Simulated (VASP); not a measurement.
# WC (Fm-3m) in VASP: further runs

The runs below take WC through single point, with r2SCAN.

All numbers are computed with VASP 6.6.1; they aren't measurements. Logs are shortened: lines on timing, memory, paths and dates and some standing lists are left out, and cuts for length are marked.

### Step 1. The cell of the first run

It takes space group Fm-3m (No. 225, cubic). The conventional cell has a = 4.202 Å, b = 4.202 Å, c = 4.202 Å, α = 90.00°, β = 90.00°, γ = 90.00°. W (site symmetry m-3m) has 6 C at 2.10 Å within 2.8 Å. C (site symmetry m-3m) has 6 W at 2.10 Å within 2.8 Å.

### Step 2. Single point, r2SCAN

POSCAR

```
WC
1.0
    0.0000000000      2.1012139316      2.1012139316
    2.1012139316      0.0000000000      2.1012139316
    2.1012139316      2.1012139316      0.0000000000
W C
1 1
Direct
    0.0000000000      0.0000000000      0.0000000000
    0.5000000000      0.5000000000      0.5000000000
```

INCAR.step1

```
ALGO = Normal
EDIFF = 1E-4
ENCUT = 520
GGA = PE
ISMEAR = 0
LASPH = True
LCHARG = False
LREAL = False
LWAVE = True
NBANDS = 16
NELM = 60
PREC = Accurate
SIGMA = 0.05
```

INCAR.step2

```
ALGO = Normal
EDIFF = 1E-7
ENCUT = 520
ISIF = 2
ISMEAR = 0
ISTART = 1
LASPH = True
LCHARG = True
LELF = True
LMIXTAU = True
LREAL = False
LVHAR = True
LWAVE = False
METAGGA = R2SCAN
NBANDS = 16
NELM = 60
PREC = Accurate
SIGMA = 0.05
```

KPOINTS

```
k-points
0
Gamma
  11 11 11
```

Potentials or basis: VASP PAW PBE potentials, release 64 (W_sv, C).

Run with:

```
> cat potpaw_PBE.64/W_sv/POTCAR potpaw_PBE.64/C/POTCAR > POTCAR
> cp INCAR.step1 INCAR
> mpirun -np 1 vasp_std > vasp.out
> cp INCAR.step2 INCAR
> mpirun -np 1 vasp_std > vasp.out
```

OUTCAR:

```text
EDIFF = 1E-7
   ENCUT = 520
   ISIF = 2
   ISMEAR = 0
   ISTART = 1
   LASPH = True
   LREAL = False
   METAGGA = R2SCAN
   NELM = 60
   PREC = Accurate

 ion  position               nearest neighbor table
   1  0.000  0.000  0.000-   2 2.10   2 2.10   2 2.10   2 2.10   2 2.10   2 2.10
   2  0.500  0.500  0.500-   1 2.10   1 2.10   1 2.10   1 2.10   1 2.10   1 2.10

  LATTYP: Found a face centered cubic cell.
 ALAT       =     4.2024278632

  Lattice vectors:

 A1 = (   0.0000000000,   2.1012139316,   2.1012139316)
 A2 = (   2.1012139316,   0.0000000000,   2.1012139316)
 A3 = (   2.1012139316,   2.1012139316,   0.0000000000)

Analysis of symmetry for initial positions (statically):
=====================================================================
 Subroutine PRICEL returns:
 Original cell was already a primitive cell.

 Routine SETGRP: Setting up the symmetry group for a
 face centered cubic supercell.

 Subroutine GETGRP returns: Found 48 space group operations
 (whereof 48 operations were pure point group operations)
 out of a pool of 48 trial point group operations.

The static configuration has the point symmetry O_h .

Analysis of symmetry for dynamics (positions and initial velocities):
=====================================================================
 Subroutine PRICEL returns:
 Original cell was already a primitive cell.

 Routine SETGRP: Setting up the symmetry group for a
 face centered cubic supercell.

 Subroutine GETGRP returns: Found 48 space group operations
 (whereof 48 operations were pure point group operations)
 out of a pool of 48 trial point group operations.

The dynamic configuration has the point symmetry O_h .

 Subroutine INISYM returns: Found 48 space group operations
 (whereof 48 operations are pure point group operations),
 and found     1 'primitive' translations

----------------------------------------------------------------------------------------

                                     Primitive cell

  volume of cell :      18.5541

  direct lattice vectors                    reciprocal lattice vectors
     0.000000000  2.101213932  2.101213932    -0.237957684  0.237957684  0.237957684
     2.101213932  0.000000000  2.101213932     0.237957684 -0.237957684  0.237957684
     2.101213932  2.101213932  0.000000000     0.237957684  0.237957684 -0.237957684

  length of vectors
     2.971565240  2.971565240  2.971565240     0.412154798  0.412154798  0.412154798

  position of ions in fractional coordinates (direct lattice)
[... 79 lines left out ...]
   EDIFF  = 0.1E-06   stopping-criterion for ELM
   LREAL  =      F    real-space projection
   EDIFFG = 0.1E-05   stopping-criterion for IOM
   NSW    =      0    number of steps for IOM
   IBRION =     -1    ionic relax: 0-MD 1-quasi-New 2-CG
   NFREE  =      0    steps in history (QN), initial steepest desc. (CG)
   ISIF   =      2    stress and relaxation
   ISYM   =      2    0-nonsym 1-usesym 2-fastsym
   POTIM  = 0.5000    time-step for ionic-motion
   TEBEG  =    0.0;   TEEND  =   0.0 temperature during run
   PSTRESS=    0.0 pullay stress
   NELECT =      18.0000    total number of electrons
   NUPDOWN=      -1.0000    fix difference up-down
   EMIN   =  10.00;   EMAX   =-10.00  energy-range for DOS
   EFERMI =   0.00;   METHOD = LEGACY
   ISMEAR =     0;   SIGMA  =   0.05  broadening in eV -4-tet -1-fermi 0-gaus
   EFERMI_NEDOS =   21; number of points for ismear=-14 and -15
   IALGO  =     38    algorithm
   IMIX   =      4    mixing-type and parameters
     AMIX     =   0.40;   BMIX     =  1.00
     AMIX_MAG =   1.60;   BMIX_MAG =  1.00
  volume/ion in A,a.u.               =       9.28        62.60
  Fermi-wavevector in a.u.,A,eV,Ry     =   1.620636  3.062557 35.735158  2.626460
  Thomas-Fermi vector in A             =   2.714542
   LORBIT       =      0    0 simple, 1 ext, 2 COOP (PROOUT), +10 PAW based schemes
   METAGGA = R2SCAN    functional components
   LHFCALC =     F    Hartree Fock is set to
   AEXX    =    0.0000 exact exchange contribution
   IVDW    =     0    specifies the selected vdW correction
   LEPSILON=     F    determine dielectric tensor
   LRPA    =     F    only Hartree local field effects (RPA)
 non-spin polarized calculation
 Gauss-broadening in eV      SIGMA  =   0.05
  energy-cutoff  :      520.00
  volume of cell :       18.55
 maximum number of plane-waves:       531
 NGX is ok and might be reduce to    24
   NGX = 11   NGY = 11   NGZ = 11

 number of electron      18.0000001 magnetization

 Free energy of the ion-electron system (eV)
  ---------------------------------------------------
  ext. energy  EPLUGINS =         0.00000000
  ---------------------------------------------------
  free energy    TOTEN  =       -60.22993352 eV

  energy without entropy =      -60.22883468  energy(sigma->0) =      -60.22938410

 E-fermi :  14.4707     XC(G=0): -15.7005

 val. band max:       14.4396701833   @ k =  -0.2727   0.0909   0.0000
 cond. band min:      14.4775850718   @ k =   0.2727   0.2727   0.0000
 fundamental gap:      0.0379148884
 Fermi energy:        14.4706735023

 k-point     1 :       0.0000    0.0000    0.0000
  band No.  band energies     occupation
      1     -62.9389      2.00000
      2     -26.2426      2.00000
      3     -26.2426      2.00000
      4     -26.2426      2.00000
      5      -3.4302      2.00000
      6      11.0727      2.00000
[... 433 lines left out ...]
      3     -26.4675      2.00000
      4     -26.2857      2.00000
      5      -0.8510      2.00000
      6       6.3261      2.00000
[... 8 lines left out ...]
     15      28.8953      0.00000
     16      30.5767      0.00000

 [... further k-points ...]

------------------------ aborting loop because EDIFF is reached ----------------------------------------

  FORCE on cell =-STRESS in cart. coord.  units (eV):
  Direction    XX          YY          ZZ          XY          YZ          ZX
  --------------------------------------------------------------------------------------
  -------------------------------------------------------------------------------------
  Total        6.7332095      6.7332095      6.7332095     -0.0000000      0.0000000     -0.0000000
  in kB      581.4225872    581.4225872    581.4225872     -0.0000000      0.0000000     -0.0000000
  external PRESSURE =     581.4225872 kB  Pullay stress =       0.0000000 kB

 VOLUME and BASIS-vectors are now :
 -----------------------------------------------------------------------------
  energy-cutoff  :      520.00
  volume of cell :       18.55
      direct lattice vectors                 reciprocal lattice vectors
     0.000000000  2.101213932  2.101213932    -0.237957684  0.237957684  0.237957684
     2.101213932  0.000000000  2.101213932     0.237957684 -0.237957684  0.237957684
     2.101213932  2.101213932  0.000000000     0.237957684  0.237957684 -0.237957684

 POSITION                                       TOTAL-FORCE (eV/Angst)
 -----------------------------------------------------------------------------------
      0.00000      0.00000      0.00000         0.000000      0.000000     -0.000000
      2.10121      2.10121      2.10121         0.000000      0.000000      0.000000
 -----------------------------------------------------------------------------------
    total drift:                                0.000000     -0.000000     -0.000000

  FREE ENERGIE OF THE ION-ELECTRON SYSTEM (eV)
  ---------------------------------------------------
  free  energy   TOTEN  =       -60.2299335158 eV

  energy  without entropy=      -60.2288346789  energy(sigma->0) =      -60.22938410
```

OUTCAR.step1:

```text
EDIFF = 1E-4
   ENCUT = 520
   GGA = PE
   ISMEAR = 0
   LASPH = True
[... 677 lines left out ...]
 -----------------------------------------------------------------------------------
      0.00000      0.00000      0.00000        -0.000000      0.000000     -0.000000
      2.10121      2.10121      2.10121         0.000000     -0.000000      0.000000
 -----------------------------------------------------------------------------------
    total drift:                                0.000000     -0.000000     -0.000000

  FREE ENERGIE OF THE ION-ELECTRON SYSTEM (eV)
  ---------------------------------------------------
  free  energy   TOTEN  =       -21.1135664074 eV

  energy  without entropy=      -21.1122003752  energy(sigma->0) =      -21.11288339
```

OSZICAR.step1:

```text
N       E                     dE             d eps       ncg     rms          rms(c)
DAV:   1     0.112005080129E+03    0.11201E+03   -0.93912E+03  1800   0.127E+03
DAV:   2    -0.216728489620E+02   -0.13368E+03   -0.12956E+03  2144   0.343E+02
DAV:   3    -0.246612934425E+02   -0.29884E+01   -0.29667E+01  1968   0.487E+01
DAV:   4    -0.246740068190E+02   -0.12713E-01   -0.12713E-01  2320   0.361E+00
DAV:   5    -0.246740910614E+02   -0.84242E-04   -0.84242E-04  2000   0.274E-01    0.400E+01
DAV:   6    -0.211726095566E+02    0.35015E+01   -0.77905E+00  2176   0.279E+01    0.118E+01
DAV:   7    -0.211408924809E+02    0.31717E-01   -0.37125E-01  1808   0.494E+00    0.818E+00
DAV:   8    -0.211154366008E+02    0.25456E-01   -0.37027E-02  2032   0.160E+00    0.187E+00
DAV:   9    -0.211135584573E+02    0.18781E-02   -0.27298E-03  1880   0.367E-01    0.980E-02
DAV:  10    -0.211135664074E+02   -0.79501E-05   -0.17290E-04  1888   0.147E-01
   1 F= -.21113566E+02 E0= -.21112883E+02  d E =-.136603E-02
```

Run time: 32 s. Hardware: 1 thread of Intel Xeon 6975P-C (Granite Rapids), shared host; peak memory 0.15 GiB.

What came out:

| Property | Result |
| --- | --- |
| Free energy | -60.2299 eV |
| Pressure | 58.1 GPa |
| Band gap on the k mesh | zero (bands 9 and 10 overlap by 3.88 eV) |

Levels at points of the mesh, in eV from the Fermi level:
```
           k point  band 6  band 7  band 8  band 9  band 10  band 11  band 12  band 13
(0.00, 0.00, 0.00)   -3.40   -3.40   -3.40   -1.45    -1.45    -1.45    -1.18    -1.18
```

Caveat: the cell stands under pressure; the PAW data sets were made with another functional, which shifts forces and pressure a little; spin-orbit coupling is left out, which moves the levels of the heavy elements.

(Part 1 of 2 ends here.)
